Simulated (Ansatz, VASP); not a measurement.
As in VASP and in Ansatz

The input INCAR:

```
PREC = Accurate ; ENCUT = 520
EDIFF = 1E-6 ; ISMEAR = -1
SIGMA = 0.1 ; LREAL = False
LASPH = True ; NELM = 100
ALGO = Normal ; ISIF = 2
LWAVE = False ; LCHARG = True
GGA = PE ; LELF = True
LVHAR = True ; NBANDS = 12
```

KPOINTS

```
regular mesh
0
Gamma
  16 16 16
```

POSCAR

```
As
1.0
    1.9036109523      1.0990502958      3.6081612956
   -1.9036109523      1.0990502958      3.6081612956
    0.0000000000     -2.1981005915      3.6081612956
As
2
Direct
    0.7737100447      0.7737100447      0.7737100447
    0.2262899553      0.2262899553      0.2262899553
```

Input for Ansatz:

```yaml
crystal:
  lattice:
    - [1.9036109523, 1.0990502958, 3.6081612956]
    - [-1.9036109523, 1.0990502958, 3.6081612956]
    - [0.0, -2.1981005915, 3.6081612956]
  atoms:
    - { symbol: As, position: [0.7737100447, 0.7737100447, 0.7737100447] }
    - { symbol: As, position: [0.2262899553, 0.2262899553, 0.2262899553] }
hamiltonian:
  xc: pbe
  pseudopotentials:
    kind: paw
    azcp:
      As: "pseudopotentials/As.paw.azcp"
basis:
  ecutwfc: 420
  fft_grid_basis: typed
kpoints:
  mp_grid: { grid: [16, 16, 16], shift: [0, 0, 0] }
magnetization:
  spin_polarized: false
scf:
  occupations: { method: fermi_dirac, width: 0.1 }
output:
  stress: true
```

Alike in both runs: task single point; functional PBE; k mesh 16 × 16 × 16; occupations fermi-dirac, width 0.1 eV; no spin polarisation.

|  | VASP | Ansatz |
| --- | --- | --- |
| version | VASP 6.6.1 | Ansatz 0.2.0 |
| potentials or method | VASP PAW PBE potentials, release 64 (As), cutoff 520 eV | plane waves (420 eV) with PAW, scalar-relativistic |
| valence electrons in the cell | 10 | 30 |

|  | VASP | Ansatz | Ansatz less VASP |
| --- | --- | --- | --- |
| pressure (GPa) | 0.3 | 0.1 | -0.25 |
| traceless stress, the component that is largest in VASP (GPa) | -0.01 | 0.05 | +0.068 |

The functional is the same, so the differences come from potentials, cutoffs and numerics. VASP's potentials hold 10 valence electrons a cell and Ansatz's 30, so a difference there can come from the potentials and not from the codes.
